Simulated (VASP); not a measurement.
# As: single point with LDA

The system is As.

```
CELL_PARAMETERS angstrom
0.00000 2.28331 2.28331
2.28331 0.00000 2.28331
2.28331 2.28331 0.00000
ATOMIC_POSITIONS crystal
As 0.87500 0.87500 0.87500
As 0.12500 0.12500 0.12500
```

This cell differs from its parent crystal: volume scaled by 0.45.

```json
{
 "Program": "VASP 6.6.1",
 "Task": "single point",
 "Functional": "LDA",
 "Potentials or basis": "VASP PAW LDA potentials, release 64 (As)",
 "Cutoff": "520 eV",
 "k mesh": "13 × 13 × 13",
 "Occupations": "fermi-dirac, width 0.05 eV",
 "Spin": "no spin polarisation"
}
```

- Pressure: 217.8 GPa
- Band gap on the k mesh: zero (band 5 reaches 16.01 eV, above the bottom of band 6 at 11.19 eV)

Levels at points of the mesh, in eV from the Fermi level:
```tsv
k point	band 1	band 2	band 3	band 4	band 5	band 6	band 7	band 8	band 9	band 10
(0.00, 0.00, 0.00)	-23.07	-4.04	-4.04	-4.04	-0.65	-0.65	-0.65	1.75	5.65	8.35
```

Run time: 15 s on 1 thread of Intel(R) Xeon(R) Platinum 8375C CPU @ 2.90GHz (Ice Lake) (shared host), peak memory 0.13 GiB.
